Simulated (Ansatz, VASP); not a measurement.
## One calculation of SiC, two programs

```xyz
4
Lattice="3.0657 0.0000 0.0000 -1.5329 2.6550 0.0000 0.0000 0.0000 5.0311" Properties=species:S:1:pos:R:3 pbc="T T T"
Si    0.0000    1.7700    0.0000
Si    1.5329    0.8850    2.5156
C     0.0000    1.7700    1.9370
C     1.5329    0.8850    4.4525
```

Change from the starting cell: volume scaled by 0.99, PAW files.

Alike in both runs: task electric field gradients; functional PBEsol; k mesh 15 × 15 × 8; occupations fermi-dirac, width 0.08 eV; no spin polarisation.

|  | VASP | Ansatz |
| --- | --- | --- |
| version | VASP 6.6.1 | Ansatz 0.2.0 |
| potentials or method | VASP PAW PBE potentials, release 64 (Si, C) | PAW with Ansatz's default frozen-core files, scalar-relativistic |
| plane-wave cutoff (eV) | 520 | 420 |
| valence electrons in the cell | 16 | 16 |

VASP gave:

```
pressure (GPa)                                                : 2.9
traceless stress, the component that is largest in VASP (GPa) : -3.58
rms of the force components (eV/Å)                            : 0.443
size of Vzz on the site where it differs most (V/Å²)          : 17.4
```

Estimate Ansatz's values.

pressure (GPa): 2.5; traceless stress, the component that is largest in VASP (GPa): -3.53; rms of the force components (eV/Å): 0.441; size of Vzz on the site where it differs most (V/Å²): 16.8.

VASP's potentials were made for PBE, not for PBEsol. Atom by atom the forces differ by 0.002 eV/Å (rms over components).
